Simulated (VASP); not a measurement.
Write the native input for VASP 6.6.1 that does the following.

| Quantity | Value |
| --- | --- |
| Task | single point |
| Functional | PBEsol |
| Potentials or basis | VASP PAW PBE potentials, release 64 (Si, C) |
| Cutoff | 520 eV |
| k mesh | 10 × 10 × 2 |
| Occupations | fermi-dirac, width 0.05 eV |
| Spin | no spin polarisation |
| Dipole correction | no |
| Further INCAR settings | ALGO = Normal; EDIFF = 1e-06; NBANDS = 36 |

The structure of SiC (Moissanite 6H) lies in POSCAR:

```
SiC
1.0
    3.1357283548      0.0000000000      0.0000000000
   -1.5678641774      2.7156204146      0.0000000000
    0.0000000000      0.0000000000     15.3696281560
Si C
6 6
Direct
    0.6666666667      0.3333333333      0.4583000000
    0.3333333333      0.6666666667      0.9583000000
    0.6666666667      0.3333333333      0.7917000000
    0.3333333333      0.6666666667      0.2917000000
    0.0000000000      0.0000000000      0.6250000000
    0.0000000000      0.0000000000      0.1250000000
    0.6666666667      0.3333333333      0.3333000000
    0.3333333333      0.6666666667      0.8333000000
    0.6666666667      0.3333333333      0.6667000000
    0.3333333333      0.6666666667      0.1667000000
    0.0000000000      0.0000000000      0.5000000000
    0.0000000000      0.0000000000      0.0000000000
```

The input as run:

INCAR

```
PREC = Accurate ; ENCUT = 520
EDIFF = 1E-6 ; ISMEAR = -1
SIGMA = 0.05 ; LREAL = False
LASPH = True ; NELM = 100
ALGO = Normal ; ISIF = 2
LWAVE = False ; LCHARG = False
GGA = PS ; NBANDS = 36
```

KPOINTS

```
Automatic mesh
0
Gamma
  10 10 2
```

Potentials or basis: VASP PAW PBE potentials, release 64 (Si, C).

Command:

```console
$ cat potpaw_PBE.64/Si/POTCAR potpaw_PBE.64/C/POTCAR > POTCAR
$ mpirun -np 1 vasp_std > vasp.out
```

Results of the run:

```json
{"Pressure": "-10.5 GPa", "Largest force": "0.137 eV/Å", "Band gap on the k mesh": "1.92 eV, indirect (least direct gap 3.00 eV)"}
```

Caveat: the PAW data sets were made with another functional, which shifts forces and pressure a little.

Wall time 49 s on 1 thread of Intel(R) Xeon(R) 6975P-C (Granite Rapids), on a shared host, peak memory 0.28 GiB.
